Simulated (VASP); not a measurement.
# HfN: electric field gradients with PBEsol

The system is HfN.

```xyz
2
Lattice="0.0000 2.2590 2.2590 2.2590 0.0000 2.2590 2.2590 2.2590 0.0000" Properties=species:S:1:pos:R:3 pbc="T T T"
Hf    0.0000    0.0000    0.0000
N     2.2590    2.2590    2.2590
```

- Program: VASP 6.6.1
- Task: electric field gradients
- Functional: PBEsol
- Potentials or basis: VASP PAW PBE potentials, release 64 (Hf_pv, N)
- Cutoff: 520 eV
- k mesh: 10 × 10 × 10
- Occupations: fermi-dirac, width 0.01 eV
- Spin: no spin polarisation
- Dipole correction: no
- Further INCAR settings: ALGO = Normal; EDIFF = 1e-08; NBANDS = 14

* Pressure: -5.2 GPa

Levels at points of the mesh, in eV from the Fermi level:
```tsv
k point	band 6	band 7	band 8	band 9	band 10	band 11
(0.00, 0.00, 0.00)	-3.02	-3.02	-0.40	-0.40	-0.40	1.78
(0.50, 0.00, 0.00)	-6.21	-6.21	3.27	3.69	3.69	4.38
(0.50, 0.50, 0.00)	-3.87	-3.69	-3.69	4.06	5.52	5.52
```

Wall time 8.5 s on 1 thread of Intel(R) Xeon(R) Platinum 8488C (Sapphire Rapids), on a shared host, peak memory 0.14 GiB.

Caveat: without QUAD_EFG the Cq values of the log hold for a quadrupole moment of 1 mb, not for the nuclei; the PAW data sets were made with another functional, which shifts forces and pressure a little; spin-orbit coupling is left out, which moves the levels of the heavy elements.
